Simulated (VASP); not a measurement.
A run of VASP 6.6.1 is set up as follows.

POSCAR

```
MnNi2S4
1.0
    0.0000000000      3.4394053500      0.0000000000
    5.9737044400      0.0000000000      0.0000000000
   -2.8842027900      1.7197031800     -5.6006595500
Mn Ni S
1 2 4
Direct
    0.5000000000      0.5000000000      0.0000000000
    0.2420000000      0.7673000000      0.5160000000
    0.7580000000      0.2327000000      0.4840000000
    0.8700000000      0.4780000000      0.2600000000
    0.1300000000      0.5220000000      0.7400000000
    0.3810000000      0.9420000000      0.2380000000
    0.6190000000      0.0580000000      0.7620000000
```

Contents of INCAR.step1:

```
SYSTEM = MnNi2S4
ALGO = Normal
EDIFF = 1E-4
ENCUT = 520
GGA = PE
ISMEAR = -1
LASPH = .True.
LCHARG = .False.
LREAL = .False.
LWAVE = .True.
NBANDS = 38
NELM = 100
PREC = Accurate
SIGMA = 0.1
```

INCAR.step2

```
SYSTEM = MnNi2S4
ALGO = Normal
EDIFF = 1E-6
ENCUT = 520
ISIF = 2
ISMEAR = -1
ISTART = 1
LASPH = .True.
LCHARG = .True.
LELF = .True.
LMIXTAU = .True.
LREAL = .False.
LVHAR = .True.
LWAVE = .False.
METAGGA = R2SCAN
NBANDS = 38
NELM = 100
PREC = Accurate
SIGMA = 0.1
```

The input KPOINTS:

```
k-points
0
Gamma
  7 4 7
  0 0 0
```

Potentials or basis: VASP PAW PBE potentials, release 64 (Mn_pv, Ni, S).

Command:

```sh
$ cat potpaw_PBE.64/Mn_pv/POTCAR potpaw_PBE.64/Ni/POTCAR potpaw_PBE.64/S/POTCAR > POTCAR
$ cp INCAR.step1 INCAR
$ mpirun -np 1 vasp_std > vasp.out
$ cp INCAR.step2 INCAR
$ mpirun -np 1 vasp_std > vasp.out
```

(1) Predict the pressure.

(2) What does it give for the largest force?

Answers

(1) -14.9 GPa.

(2) 1.051 eV/Å.

Caveat: the cell stands under tension; the PAW data sets were made with another functional, which shifts forces and pressure a little; the run has no spin polarisation, though such a crystal can be magnetic.
